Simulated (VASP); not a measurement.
# Ti (Im-3m) in VASP: further runs

Ti is run at these levels: PBEsol; tasks: single point.

All numbers are computed with VASP 6.6.1; they aren't measurements. Logs are shortened: lines on timing, memory, paths and dates and some standing lists are left out, and cuts for length are marked.

**1. The cell of the first run**

It takes space group Im-3m (No. 229, cubic). The conventional cell has a = 3.226 Å, b = 3.226 Å, c = 3.226 Å, α = 90.00°, β = 90.00°, γ = 90.00°. Ti (site symmetry m-3m) has 14 Ti at 2.79 to 3.23 Å within 3.7 Å.

**2. Single point, PBEsol (volume scaled by 0.95)**

Input file INCAR:

```
ALGO = Normal ; EDIFF = 1E-6
ENCUT = 520 ; GGA = PS
ISIF = 2 ; ISMEAR = -1
LASPH = True ; LCHARG = False
LREAL = False ; LWAVE = False
NBANDS = 12 ; NELM = 80
PREC = Accurate ; SIGMA = 0.05
```

Input file KPOINTS:

```
k-points
0
Gamma
  14 14 14
```

Input file POSCAR:

```
Ti
1.0
   -1.6131810665      1.6131810665      1.6131810665
    1.6131810665     -1.6131810665      1.6131810665
    1.6131810665      1.6131810665     -1.6131810665
Ti
1
Direct
    0.0000000000      0.0000000000      0.0000000000
```

Potentials or basis: VASP PAW PBE potentials, release 64 (Ti_sv).

On the command line:

```sh
$ cat potpaw_PBE.64/Ti_sv/POTCAR > POTCAR
$ mpirun -np 1 vasp_std > vasp.out
```

OUTCAR:

```text
EDIFF = 1E-6
   ENCUT = 520
   GGA = PS
   ISIF = 2
   ISMEAR = -1
   LASPH = True
   LREAL = False
   NELM = 80
   PREC = Accurate

 ion  position               nearest neighbor table
   1  0.000  0.000  0.000-

  LATTYP: Found a body centered cubic cell.
 ALAT       =     3.2263621330

  Lattice vectors:

 A1 = (  -1.6131810665,   1.6131810665,   1.6131810665)
 A2 = (   1.6131810665,  -1.6131810665,   1.6131810665)
 A3 = (   1.6131810665,   1.6131810665,  -1.6131810665)

Analysis of symmetry for initial positions (statically):
=====================================================================
 Subroutine PRICEL returns:
 Original cell was already a primitive cell.

 Routine SETGRP: Setting up the symmetry group for a
 body centered cubic supercell.

 Subroutine GETGRP returns: Found 48 space group operations
 (whereof 48 operations were pure point group operations)
 out of a pool of 48 trial point group operations.

The static configuration has the point symmetry O_h .

Analysis of symmetry for dynamics (positions and initial velocities):
=====================================================================
 Subroutine PRICEL returns:
 Original cell was already a primitive cell.

 Routine SETGRP: Setting up the symmetry group for a
 body centered cubic supercell.

 Subroutine GETGRP returns: Found 48 space group operations
 (whereof 48 operations were pure point group operations)
 out of a pool of 48 trial point group operations.

The dynamic configuration has the point symmetry O_h .

 Subroutine INISYM returns: Found 48 space group operations
 (whereof 48 operations are pure point group operations),
 and found     1 'primitive' translations

----------------------------------------------------------------------------------------

                                     Primitive cell

  volume of cell :      16.7923

  direct lattice vectors                    reciprocal lattice vectors
    -1.613181066  1.613181066  1.613181066     0.000000000  0.309946608  0.309946608
     1.613181066 -1.613181066  1.613181066     0.309946608  0.000000000  0.309946608
     1.613181066  1.613181066 -1.613181066     0.309946608  0.309946608  0.000000000

  length of vectors
     2.794111569  2.794111569  2.794111569     0.438330697  0.438330697  0.438330697

  position of ions in fractional coordinates (direct lattice)
     0.000000000  0.000000000  0.000000000

  ion indices of the primitive-cell ions
   primitive index   ion index
                 1           1

----------------------------------------------------------------------------------------

 KPOINTS: k-points

Automatic generation of k-mesh.
 Grid dimensions read from file:
 generate k-points for:   14   14   14

 Generating k-lattice:

  Cartesian coordinates                     Fractional coordinates (reciprocal lattice)
     0.000000000  0.022139043  0.022139043     0.071428571  0.000000000  0.000000000
     0.022139043  0.000000000  0.022139043     0.000000000  0.071428571  0.000000000
     0.022139043  0.022139043  0.000000000     0.000000000  0.000000000  0.071428571

  Length of vectors
     0.031309335  0.031309335  0.031309335

  Shift w.r.t. Gamma in fractional coordinates (k-lattice)
     0.000000000  0.000000000  0.000000000

 Subroutine IBZKPT returns following result:
 ===========================================

 Found    104 irreducible k-points:

 Following reciprocal coordinates:
            Coordinates               Weight
  0.000000  0.000000  0.000000      1.000000
  0.071429  0.000000  0.000000     12.000000
  0.142857  0.000000  0.000000     12.000000
  0.214286  0.000000  0.000000     12.000000
  0.285714  0.000000  0.000000     12.000000
  0.357143  0.000000  0.000000     12.000000
[... 16 lines left out ...]
  0.285714  0.285714  0.000000     24.000000
  0.357143  0.285714  0.000000     24.000000
 [... further k-points ...]
   k-points           NKPTS =    104   k-points in BZ     NKDIM =    104   number of bands    NBANDS=     12
   number of dos      NEDOS =    301   number of ions     NIONS =      1
   total plane-waves  NPLWV =  13824
   dimension x,y,z NGX =    24 NGY =   24 NGZ =   24
   dimension x,y,z NGXF=    48 NGYF=   48 NGZF=   48
   ions per type =               1
   NGX,Y,Z   is equivalent  to a cutoff of  14.28, 14.28, 14.28 a.u.
   NGXF,Y,Z  is equivalent  to a cutoff of  28.56, 28.56, 28.56 a.u.
 SYSTEM =  unknown system
   PREC   = accura    normal or accurate (medium, high low for compatibility)
   ISTART =      0    job   : 0-new  1-cont  2-samecut
   ICHARG =      2    charge: 1-file 2-atom 10-const
   ISPIN  =      1    spin polarized calculation?
   LNONCOLLINEAR =      F non collinear calculations
   LSORBIT =      F    spin-orbit coupling
   LASPH  =      T    aspherical Exc in radial PAW
   ENCUT  =  520.0 eV  38.22 Ry    6.18 a.u.   5.20  5.20  5.20*2*pi/ulx,y,z
   NELM   =     80;   NELMIN=  2; NELMDL= -5     # of ELM steps
   EDIFF  = 0.1E-05   stopping-criterion for ELM
   LREAL  =      F    real-space projection
   EDIFFG = 0.1E-04   stopping-criterion for IOM
   NSW    =      0    number of steps for IOM
   IBRION =     -1    ionic relax: 0-MD 1-quasi-New 2-CG
   NFREE  =      0    steps in history (QN), initial steepest desc. (CG)
   ISIF   =      2    stress and relaxation
   ISYM   =      2    0-nonsym 1-usesym 2-fastsym
   POTIM  = 0.5000    time-step for ionic-motion
   TEBEG  =    0.0;   TEEND  =   0.0 temperature during run
   PSTRESS=    0.0 pullay stress
   NELECT =      12.0000    total number of electrons
   NUPDOWN=      -1.0000    fix difference up-down
   EMIN   =  10.00;   EMAX   =-10.00  energy-range for DOS
   EFERMI =   0.00;   METHOD = LEGACY
   ISMEAR =    -1;   SIGMA  =   0.05  broadening in eV -4-tet -1-fermi 0-gaus
   EFERMI_NEDOS =   21; number of points for ismear=-14 and -15
   IALGO  =     38    algorithm
   IMIX   =      4    mixing-type and parameters
     AMIX     =   0.40;   BMIX     =  1.00
     AMIX_MAG =   1.60;   BMIX_MAG =  1.00
  volume/ion in A,a.u.               =      16.79       113.32
  Fermi-wavevector in a.u.,A,eV,Ry     =   1.463633  2.765865 29.146686  2.142221
  Thomas-Fermi vector in A             =   2.579705
   LORBIT       =      0    0 simple, 1 ext, 2 COOP (PROOUT), +10 PAW based schemes
   GGA     = PS    functional components
   LHFCALC =     F    Hartree Fock is set to
   AEXX    =    0.0000 exact exchange contribution
   IVDW    =     0    specifies the selected vdW correction
   LEPSILON=     F    determine dielectric tensor
   LRPA    =     F    only Hartree local field effects (RPA)
 non-spin polarized calculation
  energy-cutoff  :      520.00
  volume of cell :       16.79
 maximum number of plane-waves:       466
 NGX is ok and might be reduce to    24
   NGX = 11   NGY = 11   NGZ = 11

 number of electron      11.9999997 magnetization

 Free energy of the ion-electron system (eV)
  ---------------------------------------------------
  ext. energy  EPLUGINS =         0.00000000
  ---------------------------------------------------
  free energy    TOTEN  =        -8.24201749 eV

  energy without entropy =       -8.22266876  energy(sigma->0) =       -8.23234313

 E-fermi :   8.2988     XC(G=0): -11.7937

 val. band max:        8.2925770414   @ k =   0.1429   0.1429   0.0714
 cond. band min:       8.2988327610   @ k =   0.2857   0.2143   0.0000
 fundamental gap:      0.0062557196
 Fermi energy:         8.2988183598

 k-point     1 :       0.0000    0.0000    0.0000
  band No.  band energies     occupation
      1     -47.9217      2.00000
      2     -23.8301      2.00000
      3     -23.8301      2.00000
      4     -23.8301      2.00000
      5       2.2856      2.00000
      6       9.3233      0.00000
      7       9.3233      0.00000
      8       9.3233      0.00000
      9      11.1709      0.00000
     10      11.1709      0.00000
     11      25.9707      0.00000
     12      25.9707      0.00000

 k-point     2 :       0.0714    0.0000    0.0000
  band No.  band energies     occupation
      1     -47.9142      2.00000
      2     -23.8695      2.00000
      3     -23.8421      2.00000
      4     -23.8304      2.00000
      5       2.4660      2.00000
      6       9.2394      0.00000
      7       9.2991      0.00000
      8       9.4566      0.00000
      9      11.0736      0.00000
     10      11.1759      0.00000
     11      25.7284      0.00000
     12      25.9577      0.00000

 k-point     3 :       0.1429    0.0000    0.0000
  band No.  band energies     occupation
      1     -47.8931      2.00000
      2     -23.9788      2.00000
      3     -23.8756      2.00000
      4     -23.8311      2.00000
      5       2.9848      2.00000
      6       9.0127      0.00000
      7       9.1800      0.00000
      8       9.8439      0.00000
      9      10.8936      0.00000
     10      11.1962      0.00000
     11      24.9029      0.00000
     12      25.6968      0.00000
[... 286 lines left out ...]
 k-point    23 :       0.2857    0.2857    0.0000
  band No.  band energies     occupation
      1     -47.7547      2.00000
      2     -24.4379      2.00000
      3     -24.2329      2.00000
      4     -23.9185      2.00000
      5       6.9997      2.00000
      6       7.6383      2.00000
      7       8.1505      1.90198
      8      11.1579      0.00000
      9      11.5811      0.00000
     10      14.8014      0.00000
     11      18.2292      0.00000
     12      18.4465      0.00000

 k-point    24 :       0.3571    0.2857    0.0000
  band No.  band energies     occupation
      1     -47.7499      2.00000
      2     -24.4081      2.00000
      3     -24.2899      2.00000
      4     -23.9224      2.00000
      5       7.1601      2.00000
      6       7.7487      1.99997
      7       7.9646      1.99750
      8      11.2849      0.00000
      9      11.5321      0.00000
     10      15.7464      0.00000
     11      17.1160      0.00000
     12      18.1672      0.00000

 [... further k-points ...]

------------------------ aborting loop because EDIFF is reached ----------------------------------------

  FORCE on cell =-STRESS in cart. coord.  units (eV):
  Direction    XX          YY          ZZ          XY          YZ          ZX
  --------------------------------------------------------------------------------------
  -------------------------------------------------------------------------------------
  Total       -0.1978376     -0.1978376     -0.1978376     -0.0000000      0.0000000      0.0000000
  in kB      -18.8760042    -18.8760042    -18.8760042     -0.0000000      0.0000000      0.0000000
  external PRESSURE =     -18.8760042 kB  Pullay stress =       0.0000000 kB

 VOLUME and BASIS-vectors are now :
 -----------------------------------------------------------------------------
  energy-cutoff  :      520.00
  volume of cell :       16.79
      direct lattice vectors                 reciprocal lattice vectors
    -1.613181066  1.613181066  1.613181066     0.000000000  0.309946608  0.309946608
     1.613181066 -1.613181066  1.613181066     0.309946608  0.000000000  0.309946608
     1.613181066  1.613181066 -1.613181066     0.309946608  0.309946608  0.000000000

 POSITION                                       TOTAL-FORCE (eV/Angst)
 -----------------------------------------------------------------------------------
      0.00000      0.00000      0.00000         0.000000      0.000000     -0.000000
 -----------------------------------------------------------------------------------
    total drift:                                0.000000      0.000000     -0.000000

  FREE ENERGIE OF THE ION-ELECTRON SYSTEM (eV)
  ---------------------------------------------------
  free  energy   TOTEN  =        -8.2420174947 eV

  energy  without entropy=       -8.2226687591  energy(sigma->0) =       -8.23234313
```

Run time: 24 s. Hardware: 1 thread of Intel Xeon 8259CL, shared host; peak memory 0.15 GiB.

What came out:

```yaml
Free_energy: -8.2420 eV
Pressure: -1.9 GPa
Band_gap_on_the_k_mesh: zero (band 6 reaches 9.32 eV, above the bottom of band 7 at 7.63 eV)
```

Caveat: the PAW data sets were made with another functional, which shifts forces and pressure a little.

(Part 1 of 2 ends here.)
